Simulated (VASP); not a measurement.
A run of VASP 6.6.1 is set up as follows.

File INCAR:

```
PREC = Accurate
ENCUT = 520
EDIFF = 1E-7
ISMEAR = -1
SIGMA = 0.05
LREAL = F
LASPH = T
NELM = 100
ALGO = Normal
ISIF = 2
LWAVE = F
LCHARG = F
GGA = PE
NBANDS = 16
```

The input KPOINTS:

```
Automatic mesh
0
Gamma
  12 12 12
```

File POSCAR:

```
CdSe
1.0
    0.0000000000      2.8038351289      2.8038351289
    2.8038351289      0.0000000000      2.8038351289
    2.8038351289      2.8038351289      0.0000000000
Cd Se
1 1
Direct
    0.0000000000      0.0000000000      0.0000000000
    0.2500000000      0.2500000000      0.2500000000
```

Potentials or basis: VASP PAW PBE potentials, release 64 (Cd, Se).

Run with:

```console
$ cat potpaw_PBE.64/Cd/POTCAR potpaw_PBE.64/Se/POTCAR > POTCAR
$ mpirun -np 1 vasp_std > vasp.out
```

(1) Predict the band gap on the k mesh.

(2) What does it give for the pressure?

## Answers

(1) 1.09 eV, direct.

(2) 27.9 GPa.
